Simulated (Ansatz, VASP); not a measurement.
Ta3Bi2I3: VASP beside Ansatz

```
Ta Bi I
1.0
     4.90823    0.00000    0.00000
    -2.45412    4.25065    0.00000
     0.00000    0.00000   11.54402
Ta Bi I
3 2 3
Direct
  0.00000 0.00000 0.00000
  0.00000 0.00000 0.77060
  0.00000 0.00000 0.22940
  0.33333 0.66667 0.27736
  0.66667 0.33333 0.72264
  0.33333 0.66667 0.91253
  0.66667 0.33333 0.08747
  0.00000 0.00000 0.50000
```

Alike in both runs: functional PBE; k mesh 6 × 6 × 4; occupations gaussian, width 0.1 eV; no spin polarisation.

Ansatz relaxed the structure, and its values are those at the end. VASP's run is a single point on that final structure, the one shown.

```csv
,VASP,Ansatz
version,VASP 6.6.1,Ansatz 0.2.0
potentials or method,"VASP PAW PBE potentials, release 64 (Ta_pv, Bi_d, I), cutoff 520 eV","scalar-relativistic, plane waves, PAW"
valence electrons in the cell,84,120
```

|  | VASP | Ansatz | Ansatz less VASP |
| --- | --- | --- | --- |
| gap on the k mesh at the Fermi level (eV) | none | none | - |
| pressure (GPa) | 0.0 | 0.0 | +0.02 |
| rms of the force components (eV/Å) | 0.003 | 0.004 | +0.0007 |

A gap of «none» marks a metal or a gap that the smearing closes. The functional is the same, so the differences come from potentials, cutoffs and numerics. VASP's potentials hold 84 valence electrons a cell and Ansatz's 120, so a difference there can come from the potentials and not from the codes.

Spin-orbit coupling is off throughout.
